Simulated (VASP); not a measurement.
NaCl:

```
Na Cl
1.0
     3.45955    0.00000    0.00000
     0.00000    3.45955    0.00000
     0.00000    0.00000    3.45955
Na Cl
1 1
Cartesian
  0.0000 0.0000 0.0000
  1.7298 1.7298 1.7298
```

Program: VASP 6.6.1. Alike in all runs: task single point; no spin polarisation; cell as given; cutoff (eV) 520; smearing gaussian 0.01 eV. Hardware: 1 thread of AMD EPYC 7R13, with other jobs on the host.

Question: Order these runs on this cell by their wall time, lowest first.
A. level r2SCAN; potentials or basis VASP PAW PBE potentials, release 64 (Na_pv, Cl); k mesh 8 × 8 × 8
B. level LDA; potentials or basis VASP PAW LDA potentials, release 64 (Na_pv, Cl); k mesh 8 × 8 × 8
C. level PBE; potentials or basis VASP PAW PBE potentials, release 64 (Na_pv, Cl); k mesh 4 × 4 × 4

Answer: C (18 s), B (43 s), A (190 s).

Caveats: some runs use coarse meshes.
